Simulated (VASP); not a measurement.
Zn: relaxation of shape and atoms at fixed volume with PBE

Crystal: Zn.

```xyz
2
Lattice="2.6742 0.0000 0.0000 -1.3371 2.3160 0.0000 0.0000 0.0000 5.2503" Properties=species:S:1:pos:R:3 pbc="T T T"
Zn    0.0000    1.5440    1.3126
Zn    1.3371    0.7720    3.9377
```

| Quantity | Value |
| --- | --- |
| Program | VASP 6.6.1 |
| Task | relaxation of shape and atoms at fixed volume |
| Functional | PBE |
| Potentials or basis | VASP PAW PBE potentials, release 64 (Zn) |
| Cutoff | 600 eV |
| k mesh | 18 × 18 × 8 |
| Occupations | gaussian, width 0.1 eV |
| Spin | no spin polarisation |
| Dipole correction | no |
| Further INCAR settings | ALGO = Fast; EDIFF = 1e-06; IBRION = 2; EDIFFG = -0.01; NSW = 50; ISIF = 4 |

| Quantity | Value |
| --- | --- |
| Energy gained by relaxing | 0.3 meV/atom |
| Ionic steps | 3 |
| Pressure after relaxing | -3.0 GPa |
| Band gap on the k mesh | zero (bands 12 and 13 overlap by 5.27 eV) |

The path:
| step | energy change (eV) | largest force (eV/Å) | pressure (GPa) | volume (Å³) |
| --- | --- | --- | --- | --- |
| 1 | 0.0000 | 0.0000 | -3.23 | 32.52 |
| 2 | -0.0004 | 0.0000 | -3.03 | 32.52 |
| 3 | -0.0006 | 0.0000 | -3.02 | 32.52 |

Final structure:
```yaml
crystal:
  lattice:
    - [2.66444, 0.00000, 0.00000]
    - [-1.33222, 2.30747, 0.00000]
    - [0.00000, 0.00000, 5.28902]
  atoms:
    - { symbol: Zn, position: [0.33333, 0.66667, 0.25000] }
    - { symbol: Zn, position: [0.66667, 0.33333, 0.75000] }
```

Levels at points of the mesh, in eV from the Fermi level:
```tsv
k point	band 8	band 9	band 10	band 11	band 12	band 13	band 14	band 15	band 16
(0.00, 0.00, 0.00)	-7.05	-7.05	-6.92	-6.92	-3.68	-3.44	11.09	14.90	18.02
(0.50, 0.00, 0.00)	-6.96	-6.70	-6.69	-2.31	-1.69	2.19	3.49	3.66	5.61
(0.00, 0.00, 0.50)	-7.33	-6.98	-6.98	-6.98	-6.98	3.35	3.35	19.08	19.08
(0.50, 0.00, 0.50)	-6.96	-6.70	-6.70	-1.46	-1.46	0.33	0.33	9.05	9.05
```

Wall time 2.9 min on 1 thread of Intel Xeon 8259CL, on a shared host, peak memory 0.24 GiB.
